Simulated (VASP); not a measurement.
HgTe (Coloradoite): single point with PBE+D3(BJ)

HgTe (Coloradoite):

```
Hg Te
1.0
     0.00000    3.14888    3.14888
     3.14888    0.00000    3.14888
     3.14888    3.14888    0.00000
Hg Te
1 1
Direct
  0.00000 0.00000 0.00000
  0.75000 0.75000 0.75000
```

```json
{
  "Program": "VASP 6.6.1",
  "Task": "single point",
  "Functional": "PBE",
  "Dispersion": "D3(BJ)",
  "Potentials or basis": "VASP PAW PBE potentials, release 64 (Hg, Te)",
  "Cutoff": "520 eV",
  "k mesh": "7 × 7 × 7",
  "Occupations": "fermi-dirac, width 0.05 eV",
  "Spin": "no spin polarisation"
}
```

- Pressure: 6.4 GPa
- Band gap on the k mesh: zero (filled and empty bands touch)
- Dispersion energy per atom: -0.394 eV

Levels at points of the mesh, in eV from the Fermi level:
```tsv
k point	band 7	band 8	band 9	band 10	band 11	band 12
(0.00, 0.00, 0.00)	-0.57	-0.04	-0.04	-0.04	4.03	4.03
```

It took 16 s on 1 thread of AMD EPYC 9R45 96-Core Processor (Zen 5), with other jobs on the host, peak memory 0.19 GiB.

Caveat: spin-orbit coupling is left out, which moves the levels of the heavy elements; pairwise dispersion overbinds metals, which lowers pressure and volume.
